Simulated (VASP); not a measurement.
Wanted: the native input for a VASP 6.6.1 run.

```yaml
Task: single point
Functional: PBE
Potentials_or_basis: VASP PAW PBE potentials, release 64 (Br)
Cutoff: 520 eV
k_mesh: 13 × 13 × 13
Occupations: fermi-dirac, width 0.05 eV
Spin: no spin polarisation
Dipole_correction: no
Further_INCAR_settings: ALGO = Normal; EDIFF = 1e-06; NBANDS = 10
```

The structure of Br lies in POSCAR:

```
Br
1.0
   -1.3944327001      1.3944327001      3.5044863193
    1.3944327001     -1.3944327001      3.5044863193
    1.3944327001      1.3944327001     -3.5044863193
Br
1
Direct
    0.0000000000      0.0000000000      0.0000000000
```

This cell differs from its parent crystal: volume scaled by 0.94.

These files were run (other wordings do the same):

INCAR

```
SYSTEM = Br
PREC = Accurate ; ENCUT = 520
EDIFF = 1E-6 ; ISMEAR = -1
SIGMA = 0.05 ; LREAL = .FALSE.
LASPH = .TRUE. ; NELM = 80
ALGO = Normal ; ISIF = 2
LWAVE = .FALSE. ; LCHARG = .FALSE.
GGA = PE ; NBANDS = 10
```

KPOINTS

```
regular mesh
0
G
  13 13 13
  0 0 0
```

Potentials or basis: VASP PAW PBE potentials, release 64 (Br).

The run is started by

```sh
$ cat potpaw_PBE.64/Br/POTCAR > POTCAR
$ mpirun -np 1 vasp_std > vasp.out
```

It gave:

| Quantity | Value |
| --- | --- |
| Pressure | 4.2 GPa |

Caveat: an odd number of electrons without spin polarisation forces a metal; a magnetic or distorted state may lie lower.

Run time: 2 min on 1 thread of AMD EPYC 7R13, on a shared host, peak memory 0.17 GiB.
